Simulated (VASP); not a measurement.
# BN (I-4m2) in VASP: further runs, part 2 of 2

VASP 6.6.1. Earlier steps stand in the parts before.

### Step 3. Single point, PBE

This run uses another cell than the first one, of the same volume but with other edges.

File INCAR:

```
  PREC = Accurate
  ENCUT = 520
  EDIFF = 1E-7
  ISMEAR = 0
  SIGMA = 0.05
  LREAL = False
  LASPH = True
  NELM = 80
  ALGO = Normal
  ISIF = 2
  LWAVE = False
  LCHARG = False
  GGA = PE
  NBANDS = 11
```

File KPOINTS:

```
regular mesh
0
Gamma
  12 12 12
```

File POSCAR:

```
BN
1.0
    0.0000000000      1.8371782893      1.7636911577
    1.8371782893      0.0000000000      1.7636911577
    1.8371782893      1.8371782893      0.0000000000
B N
1 1
Direct
    0.0000000000      0.0000000000      0.0000000000
    0.7500000000      0.7500000000      0.7500000000
```

Potentials or basis: VASP PAW PBE potentials, release 64 (B, N).

Run with:

```bash
$ cat potpaw_PBE.64/B/POTCAR potpaw_PBE.64/N/POTCAR > POTCAR
$ mpirun -np 1 vasp_std > vasp.out
```

OUTCAR:

```text
PREC = Accurate
   ENCUT = 520
   EDIFF = 1E-7
   ISMEAR = 0
   LREAL = False
   LASPH = True
   NELM = 80
   ISIF = 2
   GGA = PE

 ion  position               nearest neighbor table
   1  0.000  0.000  0.000-   2 1.57   2 1.57   2 1.57   2 1.57
   2  0.750  0.750  0.750-   1 1.57   1 1.57   1 1.57   1 1.57

  LATTYP: Found a body centered tetragonal cell.
 ALAT       =     2.5981624532
 C/A-ratio  =     1.3576450199

  Lattice vectors:

 A1 = (   0.0000000000,  -1.8371782893,  -1.7636911577)
 A2 = (   0.0000000000,   1.8371782893,  -1.7636911577)
 A3 = (   1.8371782893,   0.0000000000,   1.7636911577)

Analysis of symmetry for initial positions (statically):
=====================================================================
 Subroutine PRICEL returns:
 Original cell was already a primitive cell.

 Routine SETGRP: Setting up the symmetry group for a
 body centered tetragonal supercell.

 Subroutine GETGRP returns: Found  8 space group operations
 (whereof  8 operations were pure point group operations)
 out of a pool of 16 trial point group operations.

The static configuration has the point symmetry D_2d.

Analysis of symmetry for dynamics (positions and initial velocities):
[... 163 lines left out ...]
 fundamental gap:      3.7522434285
 Fermi energy:         7.8670514246

 k-point     1 :       0.0000    0.0000    0.0000
  band No.  band energies     occupation
      1     -12.8317      2.00000
      2       7.1824      2.00000
      3       7.1824      2.00000
      4       7.5573      2.00000
      5      15.9114      0.00000
      6      16.2001      0.00000
      7      16.2001      0.00000
      8      17.5159      0.00000
      9      31.9195      0.00000
     10      33.9489      0.00000
     11      34.9016      0.00000
[... 309 lines left out ...]
 k-point    24 :      -0.4167    0.1667    0.0000
  band No.  band energies     occupation
      1      -8.2963      2.00000
      2      -2.5600      2.00000
      3       3.5606      2.00000
      4       4.4306      2.00000
      5      16.0880      0.00000
      6      19.3710      0.00000
      7      19.7190      0.00000
      8      22.9167      0.00000
      9      27.9833      0.00000
     10      32.5204      0.00000
     11      33.8233      0.00000

 [... further k-points ...]
[... 5 lines left out ...]
  --------------------------------------------------------------------------------------
  -------------------------------------------------------------------------------------
  Total       -0.5669465     -0.5669465      1.1799322      0.0000000     -0.0000000      0.0000000
  in kB      -76.2952472    -76.2952472    158.7860979      0.0000000     -0.0000000      0.0000000
  external PRESSURE =       2.0652012 kB  Pullay stress =       0.0000000 kB

 VOLUME and BASIS-vectors are now :
 -----------------------------------------------------------------------------
  energy-cutoff  :      520.00
  volume of cell :       11.91
      direct lattice vectors                 reciprocal lattice vectors
     0.000000000  1.837178289  1.763691158    -0.272156493  0.272156493  0.283496347
     1.837178289  0.000000000  1.763691158     0.272156493 -0.272156493  0.283496347
     1.837178289  1.837178289  0.000000000     0.272156493  0.272156493 -0.283496347

 POSITION                                       TOTAL-FORCE (eV/Angst)
 -----------------------------------------------------------------------------------
      0.00000      0.00000      0.00000        -0.000000     -0.000000     -0.000000
      2.75577      2.75577      2.64554         0.000000      0.000000      0.000000
 -----------------------------------------------------------------------------------
    total drift:                               -0.000001     -0.000001      0.000002

  FREE ENERGIE OF THE ION-ELECTRON SYSTEM (eV)
  ---------------------------------------------------
  free  energy   TOTEN  =       -17.4267636064 eV

  energy  without entropy=      -17.4267636064  energy(sigma->0) =      -17.42676361
```

It took 36 s on 1 thread of AMD EPYC 7R13, shared host; peak memory 0.1 GiB.

Results:

```yaml
Free_energy: -17.4268 eV
Pressure: 0.2 GPa
Band_gap_on_the_k_mesh: 3.75 eV, indirect (least direct gap 8.35 eV)
```

Stress tensor (GPa, compression positive):
```
-7.63  0.00  0.00
 0.00 -7.63  0.00
 0.00  0.00 15.88
```

Levels at points of the mesh, in eV from the valence-band top:
| k point | band 1 | band 2 | band 3 | band 4 | band 5 | band 6 | band 7 | band 8 | band 9 |
| --- | --- | --- | --- | --- | --- | --- | --- | --- | --- |
| (0.00, 0.00, 0.00) | -20.39 | -0.37 | -0.37 | 0.00 | 8.35 | 8.64 | 8.64 | 9.96 | 24.36 |
| (0.50, 0.00, 0.00) | -16.20 | -10.86 | -2.47 | -1.87 | 9.39 | 10.19 | 11.03 | 14.94 | 23.04 |
| (0.50, 0.50, 0.00) | -14.54 | -8.71 | -5.47 | -5.47 | 3.75 | 8.30 | 17.60 | 17.60 | 20.94 |
| (0.50, 0.00, 0.50) | -15.00 | -9.31 | -4.93 | -4.91 | 4.44 | 9.27 | 17.15 | 17.74 | 20.08 |

 A k mesh can miss the band edges.

### Step 4. Single point, PBE

File INCAR:

```
SYSTEM = BN
PREC = Accurate
ENCUT = 520
EDIFF = 1E-7
ISMEAR = 0
SIGMA = 0.05
LREAL = .FALSE.
LASPH = .TRUE.
NELM = 60
ALGO = Normal
ISIF = 2
LWAVE = .FALSE.
LCHARG = .TRUE.
GGA = PE
LELF = .TRUE.
LVHAR = .TRUE.
NBANDS = 11
```

File KPOINTS:

```
regular mesh
0
G
  12 12 12
  0 0 0
```

File POSCAR:

```
BN
1.0
    0.0000000000      1.7831119718      1.8722675704
    1.7831119718      0.0000000000      1.8722675704
    1.7831119718      1.7831119718      0.0000000000
B N
1 1
Direct
    0.0000000000      0.0000000000      0.0000000000
    0.7500000000      0.7500000000      0.7500000000
```

Run with:

```bash
$ cat potpaw_PBE.64/B/POTCAR potpaw_PBE.64/N/POTCAR > POTCAR
$ mpirun -np 1 vasp_std > vasp.out
```

It took 34 s on 1 thread of AMD EPYC 7R13, shared host; peak memory 0.1 GiB.

It converged, with:

```
Free energy            : -17.4134 eV
Pressure               : 0.2 GPa
Band gap on the k mesh : 4.01 eV, indirect (least direct gap 8.51 eV)
```

Stress tensor (GPa, compression positive):
```
 10.83   0.00   0.00
  0.00  10.83   0.00
  0.00   0.00 -21.01
```

Levels at points of the mesh, in eV from the valence-band top:
| k point | band 2 | band 3 | band 4 | band 5 | band 6 | band 7 |
| --- | --- | --- | --- | --- | --- | --- |
| (0.00, 0.00, 0.00) | -0.52 | 0.00 | 0.00 | 8.51 | 8.51 | 8.86 |
| (0.50, 0.00, 0.00) | -10.78 | -2.48 | -1.71 | 9.17 | 10.75 | 10.92 |
| (0.50, 0.50, 0.00) | -9.50 | -4.59 | -4.59 | 4.86 | 9.77 | 17.51 |
| (0.50, 0.00, 0.50) | -8.80 | -5.24 | -5.23 | 4.01 | 8.65 | 17.19 |

 A k mesh can miss the band edges.

### Step 5. Summary

| cell | gap on the mesh (eV) | pressure (GPa) |
| --- | --- | --- |
| a = 2.610, b = 2.610, c = 2.483 Å, angles 61.6, 61.6, 56.8°, 2 atoms | 3.59 | 0.2 |
| a = 2.547, b = 2.547, c = 2.598 Å, angles 59.3, 59.3, 61.3°, 2 atoms | 3.75 | 0.2 |
| a = 2.586, b = 2.586, c = 2.522 Å, angles 60.8, 60.8, 58.4°, 2 atoms | 4.01 | 0.2 |

Alike in all rows: task single point; level PBE; potentials or basis VASP PAW PBE potentials, release 64 (B, N); no spin polarisation; k mesh 12 × 12 × 12; cutoff (eV) 520; smearing gaussian 0.05 eV.

Absolute energies hang on the potentials; compare differences alone.
